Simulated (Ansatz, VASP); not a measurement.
Two plane-wave programs on Zn

```
Zn
1.0
    -1.56904    1.56904    1.56904
     1.56904   -1.56904    1.56904
     1.56904    1.56904   -1.56904
Zn
1
Direct
  0.00000 0.00000 0.00000
```

Alike in both runs: functional r2SCAN; dispersion D4; k mesh 12 × 12 × 12; occupations fermi-dirac, width 0.05 eV; no spin polarisation.

```csv
,VASP,Ansatz
version,VASP 6.6.1,Ansatz 0.2.0
potentials or method,"VASP PAW PBE potentials, release 64 (Zn)",Ansatz PAW earlier set
plane-wave cutoff (eV),550,800
valence electrons in the cell,12,20
task,single point,projected density of states
```

Ansatz gave:

```
gap on the k mesh at the Fermi level (eV) : none
pressure (GPa)                            : -6.1
```

**Question.** Which values does VASP return?

**Answer.** gap on the k mesh at the Fermi level (eV): none; pressure (GPa): -5.9.

VASP's potentials were made for PBE, not for r2SCAN. A gap of «none» marks a metal or a gap that the smearing closes. VASP's potentials hold 12 valence electrons a cell and Ansatz's 20, so a difference there can come from the potentials and not from the codes.
